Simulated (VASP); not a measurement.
Sb:

```
Sb
1.0
    -1.60746    1.60746    2.76513
     1.60746   -1.60746    2.76513
     1.60746    1.60746   -2.76513
Sb
1
Direct
  0.00000 0.00000 0.00000
```

This cell differs from its parent crystal: volume scaled by 1.06.

Base run:

```yaml
Program: VASP 6.6.1
Functional: PBE
Potentials_or_basis: VASP PAW PBE potentials, release 64 (Sb)
Cutoff: 520 eV
k_mesh: 12 × 12 × 12
Occupations: fermi-dirac, width 0.05 eV
Spin: no spin polarisation
```

Its results: pressure -1.8 GPa.

Problem. The run is repeated on the same cell with these changes: functional from PBE to LDA; potentials or basis from VASP PAW PBE potentials, release 64 (Sb) to VASP PAW LDA potentials, release 64 (Sb). What comes out?

Solution. Pressure -5.4 GPa.
